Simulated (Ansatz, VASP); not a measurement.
**Se: VASP beside Ansatz**

```
Se
1.0
     0.00000    2.59440    2.59440
     2.59440    0.00000    2.59440
     2.59440    2.59440    0.00000
Se
2
Direct
  0.87500 0.87500 0.87500
  0.12500 0.12500 0.12500
```

Change from the starting cell: volume scaled by 0.58, LAPW.

Alike in both runs: task single point; functional PBEsol; k mesh 11 × 11 × 11; occupations fermi-dirac, width 0.08 eV; no spin polarisation.

```csv
,VASP,Ansatz
version,VASP 6.6.1,Ansatz 0.2.0
potentials or method,"VASP PAW PBE potentials, release 64 (Se), cutoff 520 eV","all-electron LAPW, scalar-relativistic"
```

|  | VASP | Ansatz | Ansatz less VASP |
| --- | --- | --- | --- |
| pressure (GPa) | 69.9 | 68.8 | -1.10 |

VASP's potentials were made for PBE, not for PBEsol. Both programs put the cell under a high pressure, so it lies far from rest at this level. Ansatz ran all-electron here, and VASP with PAW potentials.

Noted on VASP's run: the cell as given lies far from equilibrium.
